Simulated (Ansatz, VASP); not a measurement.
# SrO: VASP beside Ansatz

```
Sr O
1.0
     0.00000    2.56121    2.56121
     2.56121    0.00000    2.56121
     2.56121    2.56121    0.00000
Sr O
1 1
Direct
  0.00000 0.00000 0.00000
  0.50000 0.50000 0.50000
```

Change from the starting cell: volume scaled by 0.99.

Alike in both runs: task single point; functional PBEsol; k mesh 8 × 8 × 8; occupations fermi-dirac, width 0.03 eV; no spin polarisation.

|  | VASP | Ansatz |
| --- | --- | --- |
| version | VASP 6.6.1 | Ansatz 0.2.0 |
| potentials or method | VASP PAW PBE potentials, release 64 (Sr_sv, O), cutoff 520 eV | all-electron LAPW, scalar-relativistic |

```csv
,VASP,Ansatz,Ansatz less VASP
gap on the k mesh at the Fermi level (eV),3.15,3.19,+0.047
pressure (GPa),0.6,0.0,-0.64
```

VASP's potentials were made for PBE, not for PBEsol. Ansatz ran all-electron here, and VASP with PAW potentials.
